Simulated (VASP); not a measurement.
BP, 2 atoms in the cell. Symmetry: F-43m, No. 216, cubic system. Conventional cell: a = 4.538 Å, b = 4.538 Å, c = 4.538 Å, α = 90.00°, β = 90.00°, γ = 90.00°. Within 2.6 Å of B (site symmetry -43m) lie 4 P at 1.97 Å. P (site symmetry -43m) has 4 B at 1.97 Å within 2.6 Å. 

```yaml
Program: VASP 6.6.1
Task: relaxation of cell and atoms
Functional: r2SCAN
Dispersion: rVV10
Potentials_or_basis: VASP PAW PBE potentials, release 64 (B, P)
Cutoff: 550 eV
k_mesh: 10 × 10 × 10
Occupations: gaussian, width 0.02 eV
Spin: no spin polarisation
Dipole_correction: no
Further_INCAR_settings: ALGO = Normal; EDIFF = 1e-07; IBRION = 2; EDIFFG = -0.002; NSW = 100; ISIF = 3
```

Potentials or basis: VASP PAW PBE potentials, release 64 (B, P).

The run is started by

```sh
$ cat potpaw_PBE.64/B/POTCAR potpaw_PBE.64/P/POTCAR > POTCAR
$ cp INCAR.step1 INCAR
$ mpirun -np 1 vasp_std > vasp.out
$ cp INCAR.step2 INCAR
$ mpirun -np 1 vasp_std > vasp.out
```

Hardware: 1 thread of Intel(R) Xeon(R) 6975P-C (Granite Rapids), on a shared host.

Task: How long does it take, and how much memory?

Result: Wall time 2 min on 1 thread of Intel(R) Xeon(R) 6975P-C (Granite Rapids), with other jobs on the host, peak memory 0.25 GiB. Counts: k points 47, ion steps 3.
